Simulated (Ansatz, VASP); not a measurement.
**One calculation of Mg6O5, two programs**

```xyz
11
Lattice="5.5909 0.0000 0.0000 0.0000 5.5909 0.0000 0.0000 0.0000 5.5909" Properties=species:S:1:pos:R:3 pbc="T T T"
Mg    1.3977    0.0000    2.7954
Mg    0.0000    2.7954    1.3977
Mg    2.7954    4.1931    0.0000
Mg    4.1931    0.0000    2.7954
Mg    0.0000    2.7954    4.1931
Mg    2.7954    1.3977    0.0000
O     2.7954    0.0000    1.3977
O     0.0000    4.1931    2.7954
O     4.5426    2.2704    0.0000
O     2.7954    0.0000    4.1931
O     0.0000    1.3977    2.7954
```

Change from the starting cell: O vacancy; atom 9 moved 0.125 of the way to it and -0.525 Å across, host rigid.

Alike in both runs: task single point; functional PBEsol; k mesh 4 × 4 × 4; occupations gaussian, width 0.05 eV; no spin polarisation.

|  | VASP | Ansatz |
| --- | --- | --- |
| version | VASP 6.6.1 | Ansatz 0.2.0 |
| potentials or method | VASP PAW PBE potentials, release 64 (Mg, O), cutoff 520 eV | scalar-relativistic, plane waves, PAW |
| valence electrons in the cell | 42 | 90 |

VASP gave:

- gap on the k mesh at the Fermi level (eV): 0.97
- least direct gap on the mesh (eV): 1.67
- pressure (GPa): 1.5
- traceless stress, the component that is largest in VASP (GPa): 2.52
- rms of the force components (eV/Å): 0.653

Task: Estimate Ansatz's values.

Result: gap on the k mesh at the Fermi level (eV): 0.97; least direct gap on the mesh (eV): 1.66; pressure (GPa): 1.6; traceless stress, the component that is largest in VASP (GPa): 2.46; rms of the force components (eV/Å): 0.638.

VASP's potentials were made for PBE, not for PBEsol, and Ansatz warns of the same on its side. Atom by atom the forces differ by 0.016 eV/Å (rms over components). With one functional, cell and mesh, what is left measures potentials, basis and numerics. VASP's potentials hold 42 valence electrons a cell and Ansatz's 90, so a difference there can come from the potentials and not from the codes.
